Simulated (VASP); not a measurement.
# LiH in VASP: notebook, part 2 of 3

VASP 6.6.1. Earlier steps stand in the parts before.

## 4. Electric field gradients, PBE

INCAR

```
PREC     = Accurate       # precision mode
ENCUT    = 520            # plane-wave cutoff, eV
EDIFF    = 1E-8           # SCF threshold, eV
ISMEAR   = -1             # smearing method
SIGMA    = 0.03           # smearing width, eV
LREAL    = F              # projectors in reciprocal space
LASPH    = T              # aspherical terms in the spheres
NELM     = 80             # most SCF steps
ALGO     = Normal         # electronic algorithm
ISIF     = 2              # what is computed and relaxed
LWAVE    = F              # write WAVECAR
LCHARG   = F              # write CHGCAR
GGA      = PE             # functional
LEFG     = T            
NBANDS   = 9              # bands
```

KPOINTS

```
Automatic mesh
0
Gamma
  8 8 8
```

POSCAR

```
LiH
1.0
    0.0000000000      2.0325000000      2.0325000000
    2.0325000000      0.0000000000      2.0325000000
    2.0325000000      2.0325000000      0.0000000000
Li H
1 1
Direct
    0.0000000000      0.0000000000      0.0000000000
    0.5000000000      0.5000000000      0.5000000000
```

Potentials or basis: VASP PAW PBE potentials, release 64 (Li_sv, H).

Command:

```sh
> cat potpaw_PBE.64/Li_sv/POTCAR potpaw_PBE.64/H/POTCAR > POTCAR
> mpirun -np 1 vasp_std > vasp.out
```

OUTCAR:

```text
PREC = Accurate
   ENCUT = 520
   EDIFF = 1E-8
   ISMEAR = -1
   LREAL = F
   LASPH = T
   NELM = 80
   ISIF = 2
   GGA = PE

 ion  position               nearest neighbor table
   1  0.000  0.000  0.000-
   2  0.500  0.500  0.500-

  LATTYP: Found a face centered cubic cell.
 ALAT       =     4.0650000000

  Lattice vectors:

 A1 = (   0.0000000000,   2.0325000000,   2.0325000000)
 A2 = (   2.0325000000,   0.0000000000,   2.0325000000)
 A3 = (   2.0325000000,   2.0325000000,   0.0000000000)

Analysis of symmetry for initial positions (statically):
=====================================================================
 Subroutine PRICEL returns:
 Original cell was already a primitive cell.

 Routine SETGRP: Setting up the symmetry group for a
 face centered cubic supercell.

 Subroutine GETGRP returns: Found 48 space group operations
 (whereof 48 operations were pure point group operations)
 out of a pool of 48 trial point group operations.

The static configuration has the point symmetry O_h .

Analysis of symmetry for dynamics (positions and initial velocities):
=====================================================================
 Subroutine PRICEL returns:
 Original cell was already a primitive cell.

 Routine SETGRP: Setting up the symmetry group for a
 face centered cubic supercell.

 Subroutine GETGRP returns: Found 48 space group operations
 (whereof 48 operations were pure point group operations)
 out of a pool of 48 trial point group operations.

The dynamic configuration has the point symmetry O_h .

 Subroutine INISYM returns: Found 48 space group operations
 (whereof 48 operations are pure point group operations),
 and found     1 'primitive' translations

----------------------------------------------------------------------------------------

                                     Primitive cell

  volume of cell :      16.7927

  direct lattice vectors                    reciprocal lattice vectors
     0.000000000  2.032500000  2.032500000    -0.246002460  0.246002460  0.246002460
     2.032500000  0.000000000  2.032500000     0.246002460 -0.246002460  0.246002460
     2.032500000  2.032500000  0.000000000     0.246002460  0.246002460 -0.246002460

  length of vectors
     2.874389066  2.874389066  2.874389066     0.426088760  0.426088760  0.426088760

  position of ions in fractional coordinates (direct lattice)
     0.000000000  0.000000000  0.000000000
     0.500000000  0.500000000  0.500000000

  ion indices of the primitive-cell ions
   primitive index   ion index
                 1           1
                 2           2

----------------------------------------------------------------------------------------

 KPOINTS: Automatic mesh

Automatic generation of k-mesh.
 Grid dimensions read from file:
[... 70 lines left out ...]
   NFREE  =      0    steps in history (QN), initial steepest desc. (CG)
   ISIF   =      2    stress and relaxation
   ISYM   =      2    0-nonsym 1-usesym 2-fastsym
   POTIM  = 0.5000    time-step for ionic-motion
   TEBEG  =    0.0;   TEEND  =   0.0 temperature during run
   PSTRESS=    0.0 pullay stress
   NELECT =       4.0000    total number of electrons
   NUPDOWN=      -1.0000    fix difference up-down
   EMIN   =  10.00;   EMAX   =-10.00  energy-range for DOS
   EFERMI =   0.00;   METHOD = LEGACY
   ISMEAR =    -1;   SIGMA  =   0.03  broadening in eV -4-tet -1-fermi 0-gaus
   EFERMI_NEDOS =   21; number of points for ismear=-14 and -15
   IALGO  =     38    algorithm
   IMIX   =      4    mixing-type and parameters
     AMIX     =   0.40;   BMIX     =  1.00
     AMIX_MAG =   1.60;   BMIX_MAG =  1.00
  volume/ion in A,a.u.               =       8.40        56.66
  Fermi-wavevector in a.u.,A,eV,Ry     =   1.014817  1.917726 14.012000  1.029853
  Thomas-Fermi vector in A             =   2.148066
   LORBIT       =      0    0 simple, 1 ext, 2 COOP (PROOUT), +10 PAW based schemes
   GGA     = PE    functional components
   LHFCALC =     F    Hartree Fock is set to
   AEXX    =    0.0000 exact exchange contribution
   IVDW    =     0    specifies the selected vdW correction
   LEPSILON=     F    determine dielectric tensor
   LRPA    =     F    only Hartree local field effects (RPA)
 non-spin polarized calculation
  energy-cutoff  :      520.00
  volume of cell :       16.79
 maximum number of plane-waves:       469
 NGX is ok and might be reduce to    24
   NGX = 11   NGY = 11   NGZ = 11

 number of electron       3.9999998 magnetization

 Free energy of the ion-electron system (eV)
  ---------------------------------------------------
  ext. energy  EPLUGINS =         0.00000000
  ---------------------------------------------------
  free energy    TOTEN  =        -6.12368657 eV

  energy without entropy =       -6.12368657  energy(sigma->0) =       -6.12368657

 E-fermi :   0.7115     XC(G=0):  -8.3774

 val. band max:       -0.1002631259   @ k =   0.5000   0.5000   0.0000
 cond. band min:       2.9078629332   @ k =   0.5000   0.5000   0.0000
 fundamental gap:      3.0081260590
 Fermi energy:         0.7115403437

 k-point     1 :       0.0000    0.0000    0.0000
  band No.  band energies     occupation
      1     -44.4340      2.00000
      2      -5.3746      2.00000
      3      15.4515      0.00000
      4      17.3668      0.00000
      5      17.3668      0.00000
      6      17.3668      0.00000
      7      22.0059      0.00000
      8      22.0059      0.00000
      9      22.0060      0.00000
[... 265 lines left out ...]
 k-point    24 :      -0.3750    0.2500    0.1250
  band No.  band energies     occupation
      1     -44.3883      2.00000
      2      -1.7302      2.00000
      3       4.9165      0.00000
      4       8.5816      0.00000
      5      12.8781      0.00000
      6      15.9225      0.00000
      7      22.4021      0.00000
      8      25.3722      0.00000
      9      26.5714      0.00000

 [... further k-points ...]
[... 5 lines left out ...]
  --------------------------------------------------------------------------------------
  -------------------------------------------------------------------------------------
  Total       -0.1753301     -0.1753301     -0.1753301     -0.0000000      0.0000000      0.0000000
  in kB      -16.7280575    -16.7280575    -16.7280575     -0.0000000      0.0000000      0.0000000
  external PRESSURE =     -16.7280575 kB  Pullay stress =       0.0000000 kB

 VOLUME and BASIS-vectors are now :
 -----------------------------------------------------------------------------
  energy-cutoff  :      520.00
  volume of cell :       16.79
      direct lattice vectors                 reciprocal lattice vectors
     0.000000000  2.032500000  2.032500000    -0.246002460  0.246002460  0.246002460
     2.032500000  0.000000000  2.032500000     0.246002460 -0.246002460  0.246002460
     2.032500000  2.032500000  0.000000000     0.246002460  0.246002460 -0.246002460

 POSITION                                       TOTAL-FORCE (eV/Angst)
 -----------------------------------------------------------------------------------
      0.00000      0.00000      0.00000        -0.000000     -0.000000      0.000000
      2.03250      2.03250      2.03250         0.000000      0.000000     -0.000000
 -----------------------------------------------------------------------------------
    total drift:                                0.000000     -0.000000     -0.000000

  FREE ENERGIE OF THE ION-ELECTRON SYSTEM (eV)
  ---------------------------------------------------
  free  energy   TOTEN  =        -6.1236865667 eV

  energy  without entropy=       -6.1236865667  energy(sigma->0) =       -6.12368657

 Electric field gradients (V/A^2)
---------------------------------------------------------------------
 ion       V_xx      V_yy      V_zz      V_xy      V_xz      V_yz
---------------------------------------------------------------------
   1       0.000     0.000    -0.000    -0.002    -0.002    -0.002
   2      -0.000     0.000     0.000     0.001     0.001     0.001
---------------------------------------------------------------------

 Electric field gradients after diagonalization (V/A^2)
 (convention: |V_zz| > |V_xx| > |V_yy|)
----------------------------------------------------------------------
 ion       V_xx      V_yy      V_zz     asymmetry (V_yy - V_xx)/ V_zz
----------------------------------------------------------------------
   1       0.002     0.002    -0.004       0.000
   2      -0.001    -0.001     0.002       0.000
----------------------------------------------------------------------

           NMR quadrupolar parameters

 Cq : quadrupolar parameter    Cq=e*Q*V_zz/h
 eta: asymmetry parameters     (V_yy - V_xx)/ V_zz
 Q  : nuclear electric quadrupole moment in mb (millibarn)
----------------------------------------------------------------------
 ion       Cq(MHz)       eta       Q (mb)
----------------------------------------------------------------------
   1      -0.000       0.000       1.000
   2       0.000       0.000       1.000
----------------------------------------------------------------------
```

It took 10 s on 1 thread of Intel Xeon 8259CL, shared host; peak memory 0.12 GiB.

What came out:

```yaml
Free_energy: -6.1237 eV
Band_gap_on_the_k_mesh: 3.01 eV
Largest_electric_field_gradient_by_atom: zero within the noise of the run
```

Caveat: the cutoff is under 1.25 times the usual one of these potentials, so pressure, stress and relaxed cells hold a basis-set (Pulay) error.

## 5. Electric field gradients, PBE

INCAR

```
SYSTEM = LiH
PREC = Accurate ; ENCUT = 520
EDIFF = 1E-8 ; ISMEAR = -1
SIGMA = 0.03 ; LREAL = .False.
LASPH = .True. ; NELM = 60
ALGO = Normal ; ISIF = 2
LWAVE = .False. ; LCHARG = .False.
GGA = PE ; LEFG = .True.
NBANDS = 9
```

KPOINTS

```
Automatic mesh
0
Gamma
  15 15 15
  0 0 0
```

POSCAR is that of step 4.

Potentials or basis: VASP PAW PBE potentials, release 64 (Li_sv, H).

Command:

```sh
> cat potpaw_PBE.64/Li_sv/POTCAR potpaw_PBE.64/H/POTCAR > POTCAR
> mpirun -np 1 vasp_std > vasp.out
```

OUTCAR:

```text
SYSTEM = LiH
   PREC = Accurate
   ENCUT = 520
   EDIFF = 1E-8
   ISMEAR = -1
   LREAL = .False.
   LASPH = .True.
   NELM = 60
   ISIF = 2
   GGA = PE

 ion  position               nearest neighbor table
   1  0.000  0.000  0.000-
   2  0.500  0.500  0.500-

  LATTYP: Found a face centered cubic cell.
 ALAT       =     4.0650000000

  Lattice vectors:

 A1 = (   0.0000000000,   2.0325000000,   2.0325000000)
 A2 = (   2.0325000000,   0.0000000000,   2.0325000000)
 A3 = (   2.0325000000,   2.0325000000,   0.0000000000)

Analysis of symmetry for initial positions (statically):
=====================================================================
 Subroutine PRICEL returns:
 Original cell was already a primitive cell.

 Routine SETGRP: Setting up the symmetry group for a
 face centered cubic supercell.

 Subroutine GETGRP returns: Found 48 space group operations
 (whereof 48 operations were pure point group operations)
 out of a pool of 48 trial point group operations.

The static configuration has the point symmetry O_h .

Analysis of symmetry for dynamics (positions and initial velocities):
=====================================================================
 Subroutine PRICEL returns:
 Original cell was already a primitive cell.

 Routine SETGRP: Setting up the symmetry group for a
 face centered cubic supercell.

 Subroutine GETGRP returns: Found 48 space group operations
 (whereof 48 operations were pure point group operations)
 out of a pool of 48 trial point group operations.

The dynamic configuration has the point symmetry O_h .

[... 156 lines left out ...]
      2      -5.3748      2.00000
      3      15.4512      0.00000
      4      17.3668      0.00000
      5      17.3668      0.00000
      6      17.3668      0.00000
      7      22.0058      0.00000
      8      22.0058      0.00000
      9      22.0058      0.00000
[... 265 lines left out ...]
 k-point    24 :       0.2000    0.1333    0.0000
  band No.  band energies     occupation
      1     -44.4199      2.00000
      2      -4.6697      2.00000
      3      12.2068      0.00000
      4      14.0966      0.00000
      5      14.3558      0.00000
      6      17.8564      0.00000
      7      18.4844      0.00000
      8      23.4732      0.00000
      9      26.2489      0.00000

 [... further k-points ...]
[... 5 lines left out ...]
  --------------------------------------------------------------------------------------
  -------------------------------------------------------------------------------------
  Total       -0.1757112     -0.1757112     -0.1757112     -0.0000000      0.0000000      0.0000000
  in kB      -16.7644124    -16.7644124    -16.7644124     -0.0000000      0.0000000      0.0000000
  external PRESSURE =     -16.7644124 kB  Pullay stress =       0.0000000 kB

 VOLUME and BASIS-vectors are now :
 -----------------------------------------------------------------------------
  energy-cutoff  :      520.00
  volume of cell :       16.79
      direct lattice vectors                 reciprocal lattice vectors
     0.000000000  2.032500000  2.032500000    -0.246002460  0.246002460  0.246002460
     2.032500000  0.000000000  2.032500000     0.246002460 -0.246002460  0.246002460
     2.032500000  2.032500000  0.000000000     0.246002460  0.246002460 -0.246002460

 POSITION                                       TOTAL-FORCE (eV/Angst)
 -----------------------------------------------------------------------------------
      0.00000      0.00000      0.00000         0.000000     -0.000000      0.000000
      2.03250      2.03250      2.03250        -0.000000      0.000000     -0.000000
 -----------------------------------------------------------------------------------
    total drift:                                0.000000     -0.000000     -0.000000

  FREE ENERGIE OF THE ION-ELECTRON SYSTEM (eV)
  ---------------------------------------------------
  free  energy   TOTEN  =        -6.1237897710 eV

  energy  without entropy=       -6.1237897710  energy(sigma->0) =       -6.12378977

 Electric field gradients (V/A^2)
---------------------------------------------------------------------
 ion       V_xx      V_yy      V_zz      V_xy      V_xz      V_yz
---------------------------------------------------------------------
   1      -0.000    -0.000    -0.000    -0.002    -0.002    -0.002
   2      -0.000    -0.000    -0.000     0.001     0.001     0.001
---------------------------------------------------------------------

 Electric field gradients after diagonalization (V/A^2)
 (convention: |V_zz| > |V_xx| > |V_yy|)
----------------------------------------------------------------------
 ion       V_xx      V_yy      V_zz     asymmetry (V_yy - V_xx)/ V_zz
----------------------------------------------------------------------
   1       0.002     0.002    -0.004       0.000
   2      -0.001    -0.001     0.002       0.000
----------------------------------------------------------------------

           NMR quadrupolar parameters

 Cq : quadrupolar parameter    Cq=e*Q*V_zz/h
 eta: asymmetry parameters     (V_yy - V_xx)/ V_zz
 Q  : nuclear electric quadrupole moment in mb (millibarn)
----------------------------------------------------------------------
 ion       Cq(MHz)       eta       Q (mb)
----------------------------------------------------------------------
   1      -0.000       0.000       1.000
   2       0.000       0.000       1.000
----------------------------------------------------------------------
```

OSZICAR:

```text
N       E                     dE             d eps       ncg     rms          rms(c)
DAV:   1    -0.176883123181E+01   -0.17688E+01   -0.14624E+03  2176   0.409E+02
DAV:   2    -0.630626809434E+01   -0.45374E+01   -0.45148E+01  3069   0.536E+01
DAV:   3    -0.636389551402E+01   -0.57627E-01   -0.57612E-01  2621   0.509E+00
DAV:   4    -0.636415549470E+01   -0.25998E-03   -0.25996E-03  3054   0.305E-01
DAV:   5    -0.636415633824E+01   -0.84354E-06   -0.84356E-06  2673   0.125E-02    0.285E+00
DAV:   6    -0.618196001098E+01    0.18220E+00   -0.15230E-01  2408   0.119E+00    0.142E+00
DAV:   7    -0.612197238501E+01    0.59988E-01   -0.19277E-01  2561   0.153E+00    0.219E-01
DAV:   8    -0.612386230555E+01   -0.18899E-02   -0.47458E-03  2545   0.438E-01    0.426E-02
DAV:   9    -0.612379527585E+01    0.67030E-04   -0.15722E-04  2812   0.471E-02    0.751E-03
DAV:  10    -0.612379112163E+01    0.41542E-05   -0.67349E-06  2488   0.184E-02    0.249E-03
DAV:  11    -0.612379034185E+01    0.77977E-06   -0.20193E-07  3092   0.220E-03    0.570E-04
DAV:  12    -0.612378956505E+01    0.77680E-06   -0.51583E-09  2468   0.615E-04    0.439E-04
DAV:  13    -0.612378975049E+01   -0.18544E-06   -0.81086E-09  2124   0.398E-04    0.336E-05
DAV:  14    -0.612378977763E+01   -0.27134E-07   -0.29117E-10  1256   0.133E-04    0.254E-05
DAV:  15    -0.612378977101E+01    0.66154E-08   -0.34858E-11  1245   0.399E-05
   1 F= -.61237898E+01 E0= -.61237898E+01  d E =-.176953E-13
```

Wall time 29 s (1 thread of Intel Xeon 8259CL, shared host); peak memory 0.14 GiB.

What came out:

```
Free energy                             : -6.1238 eV
Band gap on the k mesh                  : 3.11 eV
Largest electric field gradient by atom : zero within the noise of the run
```

Caveat: the cutoff is under 1.25 times the usual one of these potentials, so pressure, stress and relaxed cells hold a basis-set (Pulay) error; an odd mesh through Γ misses points on the zone boundary, where band edges can lie.

[end of part 2 of 3]
